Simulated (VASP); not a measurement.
# HfO2: density of states with PBEsol+U

Crystal: HfO2.

```
CELL_PARAMETERS angstrom
3.55802 0.00000 0.00000
0.00000 3.55802 0.00000
0.00000 0.00000 5.17186
ATOMIC_POSITIONS crystal
Hf 0.00000 0.00000 0.00000
Hf 0.50000 0.50000 0.50000
O 0.00000 0.50000 0.19721
O 0.50000 0.00000 0.30279
O 0.50000 0.00000 0.80279
O 0.00000 0.50000 0.69721
```

| Property | Result |
| --- | --- |
| Program | VASP 6.6.1 |
| Task | density of states |
| Functional | PBEsol |
| Potentials or basis | VASP PAW PBE potentials, release 64 (Hf_pv, O) |
| Cutoff | 520 eV |
| k mesh | 8 × 8 × 5 |
| Occupations | fermi-dirac, width 0.05 eV |
| Spin | no spin polarisation |
| Hubbard terms | Hf d U = 1.0 eV |
| Dipole correction | no |
| k mesh for the DOS | 12 × 12 × 8 |
| Occupations for the DOS | tetrahedron |
| Further INCAR settings | ALGO = Normal; EDIFF = 1e-06; NBANDS = 31 |

```json
{
 "Valence electrons inside the program's atomic spheres": "Hf 8.41; O 5.11"
}
```

Levels at points of the mesh, in eV from the valence-band top:
| k point | band 18 | band 19 | band 20 | band 21 | band 22 | band 23 | band 24 | band 25 | band 26 | band 27 |
| --- | --- | --- | --- | --- | --- | --- | --- | --- | --- | --- |
| (0.00, 0.00, 0.00) | -1.27 | -0.67 | -0.12 | -0.08 | -0.08 | 4.74 | 4.88 | 6.01 | 6.39 | 6.43 |
| (0.50, 0.00, 0.00) | -2.19 | -1.45 | -1.45 | -0.13 | -0.13 | 5.23 | 5.23 | 6.30 | 6.30 | 7.54 |
| (0.50, 0.50, 0.00) | -1.04 | -0.77 | -0.77 | -0.55 | -0.55 | 5.82 | 5.82 | 6.33 | 6.33 | 7.41 |
| (0.00, 0.00, 0.50) | -2.75 | -0.62 | -0.62 | 0.00 | 0.00 | 5.55 | 5.55 | 5.79 | 5.79 | 8.54 |
| (0.50, 0.00, 0.50) | -1.95 | -1.41 | -1.41 | -0.97 | -0.97 | 5.39 | 5.39 | 5.77 | 5.77 | 7.65 |
| (0.50, 0.50, 0.50) | -1.94 | -1.39 | -1.39 | -0.04 | -0.04 | 6.14 | 6.14 | 6.39 | 6.39 | 7.53 |

Eigenvalues of the final occupation matrices:
| site | spin | trace | eigenvalues |
| --- | --- | --- | --- |
| site 1 d | 1 | 0.75 | 0.08 0.08 0.19 0.19 0.21 |
| site 1 d | 2 | 0.75 | 0.08 0.08 0.19 0.19 0.21 |
| site 2 d | 1 | 0.75 | 0.08 0.08 0.19 0.19 0.21 |
| site 2 d | 2 | 0.75 | 0.08 0.08 0.19 0.19 0.21 |

Wall time 3.9 min on 1 thread of AMD EPYC 9R45 (Zen 5), with other jobs on the host, peak memory 0.3 GiB.

Caveat: spin-orbit coupling is left out, which moves the levels of the heavy elements.
